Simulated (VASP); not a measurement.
# Zr (P6_3/mmc) in VASP: further runs, part 2 of 2

VASP 6.6.1.

## (4) Single point, r2SCAN (volume scaled by 1.03, then relaxed in part)

POSCAR reads:

```
Zr
1.0
    3.2785438380      0.0000000000      0.0000000000
   -1.6392719190      2.8393022511      0.0000000000
    0.0000000000      0.0000000000      5.2012028687
Zr
2
Direct
    0.3333333333      0.6666666667      0.2500000000
    0.6666666667      0.3333333333      0.7500000000
```

INCAR.step1 reads:

```
SYSTEM = Zr
PREC = Accurate
ENCUT = 520
ISMEAR = 0
SIGMA = 0.1
LREAL = .False.
LASPH = .True.
NELM = 100
NBANDS = 19
GGA = PE
ALGO = Normal
EDIFF = 1E-4
LWAVE = .True.
LCHARG = .False.
```

INCAR.step2 reads:

```
SYSTEM = Zr
PREC = Accurate
ENCUT = 520
EDIFF = 1E-7
ISMEAR = 0
SIGMA = 0.1
LREAL = .False.
LASPH = .True.
NELM = 100
ALGO = Normal
ISIF = 2
LWAVE = .False.
LCHARG = .False.
METAGGA = R2SCAN
LMIXTAU = .True.
NBANDS = 19
ISTART = 1
```

KPOINTS reads:

```
Automatic mesh
0
Gamma
  18 18 8
  0 0 0
```

Potentials or basis: VASP PAW PBE potentials, release 64 (Zr_sv).

Started as:

```
> cat potpaw_PBE.64/Zr_sv/POTCAR > POTCAR
> cp INCAR.step1 INCAR
> mpirun -np 1 vasp_std > vasp.out
> cp INCAR.step2 INCAR
> mpirun -np 1 vasp_std > vasp.out
```

OUTCAR:

```text
SYSTEM = Zr
   PREC = Accurate
   ENCUT = 520
   EDIFF = 1E-7
   ISMEAR = 0
   LREAL = .False.
   LASPH = .True.
   NELM = 100
   ISIF = 2
   METAGGA = R2SCAN
   ISTART = 1

 ion  position               nearest neighbor table
   1  0.333  0.667  0.250-   2 3.22   2 3.22   2 3.22   2 3.22   2 3.22   2 3.22
   2  0.667  0.333  0.750-   1 3.22   1 3.22   1 3.22   1 3.22   1 3.22   1 3.22

  LATTYP: Found a hexagonal cell.
 ALAT       =     3.2785438380
 C/A-ratio  =     1.5864368835

  Lattice vectors:

 A1 = (   3.2785438380,   0.0000000000,   0.0000000000)
[... 193 lines left out ...]
      6     -18.8817      2.00000
[... 505 lines left out ...]
      6     -19.2321      2.00000
[... 11 lines left out ...]
     18      13.8141      0.00000
     19      14.4744      0.00000

 [... further k-points ...]
[... 5 lines left out ...]
  --------------------------------------------------------------------------------------
  -------------------------------------------------------------------------------------
  Total       -0.8042285     -0.8042285     -0.8448429     -0.0000000     -0.0000000      0.0000000
  in kB      -26.6129868    -26.6129868    -27.9569724     -0.0000000     -0.0000000      0.0000000
  external PRESSURE =     -27.0609820 kB  Pullay stress =       0.0000000 kB

 VOLUME and BASIS-vectors are now :
 -----------------------------------------------------------------------------
  energy-cutoff  :      520.00
  volume of cell :       48.42
      direct lattice vectors                 reciprocal lattice vectors
     3.278543838  0.000000000  0.000000000     0.305013460  0.176099603  0.000000000
    -1.639271919  2.839302251  0.000000000     0.000000000  0.352199207  0.000000000
     0.000000000  0.000000000  5.201202869     0.000000000  0.000000000  0.192263218

 POSITION                                       TOTAL-FORCE (eV/Angst)
 -----------------------------------------------------------------------------------
     -0.00000      1.89287      1.30030        -0.000000      0.000000      0.000000
      1.63927      0.94643      3.90090         0.000000     -0.000000      0.000000
 -----------------------------------------------------------------------------------
    total drift:                               -0.000000      0.000000     -0.000000

  FREE ENERGIE OF THE ION-ELECTRON SYSTEM (eV)
  ---------------------------------------------------
  free  energy   TOTEN  =       -45.4944496939 eV

  energy  without entropy=      -45.4874660303  energy(sigma->0) =      -45.49095786
```

OUTCAR.step1:

```text
SYSTEM = Zr
   PREC = Accurate
   ENCUT = 520
   ISMEAR = 0
   LREAL = .False.
   LASPH = .True.
[... 752 lines left out ...]
     -0.00000      1.89287      1.30030         0.000000     -0.000000      0.000000
      1.63927      0.94643      3.90090        -0.000000      0.000000      0.000000
 -----------------------------------------------------------------------------------
    total drift:                               -0.000000      0.000000     -0.000000

  FREE ENERGIE OF THE ION-ELECTRON SYSTEM (eV)
  ---------------------------------------------------
  free  energy   TOTEN  =       -17.0307803655 eV

  energy  without entropy=      -17.0213372942  energy(sigma->0) =      -17.02605883
```

Wall time 7.1 min (1 thread of Intel Xeon 6975P-C, shared host); peak memory 0.27 GiB.

What came out:

| Quantity | Value |
| --- | --- |
| Free energy | -45.4944 eV |
| Pressure | -2.7 GPa |
| Band gap on the k mesh | zero (band 12 reaches 9.57 eV, above the bottom of band 13 at 8.31 eV) |

Levels at points of the mesh, in eV from the Fermi level:
| k point | band 8 | band 9 | band 10 | band 11 | band 12 | band 13 | band 14 | band 15 | band 16 | band 17 |
| --- | --- | --- | --- | --- | --- | --- | --- | --- | --- | --- |
| (0.00, 0.00, 0.00) | -27.51 | -5.96 | -3.11 | 0.89 | 0.95 | 0.95 | 1.13 | 1.66 | 1.66 | 2.27 |
| (0.50, 0.00, 0.00) | -27.60 | -2.62 | -2.57 | -2.15 | -0.48 | 0.65 | 0.81 | 1.52 | 4.91 | 5.30 |
| (0.00, 0.00, 0.50) | -27.57 | -4.20 | -4.20 | 0.03 | 0.03 | 0.86 | 0.86 | 0.86 | 0.86 | 4.06 |
| (0.50, 0.00, 0.50) | -27.72 | -2.91 | -2.91 | -1.03 | -1.03 | 1.42 | 1.42 | 2.31 | 2.31 | 5.14 |

Caveat: the PAW data sets were made with another functional, which shifts forces and pressure a little.

## (5) The runs side by side

| cell | gap on the mesh (eV) | pressure (GPa) |
| --- | --- | --- |
| a = 3.214, b = 3.214, c = 5.098 Å, angles 90.0, 90.0, 120.0°, 2 atoms | none | 3.1 |
| a = 3.246, b = 3.246, c = 5.150 Å, angles 90.0, 90.0, 120.0°, 2 atoms | none | 0.0 |
| a = 3.279, b = 3.279, c = 5.201 Å, angles 90.0, 90.0, 120.0°, 2 atoms | none | -2.7 |

Alike in all rows: task single point; level r2SCAN; potentials or basis VASP PAW PBE potentials, release 64 (Zr_sv); no spin polarisation; k mesh 18 × 18 × 8; cutoff (eV) 520; smearing gaussian 0.1 eV.

Caveats: the PAW data sets were made with another functional, which shifts forces and pressure a little.

Absolute energies hang on the potentials; compare differences alone.
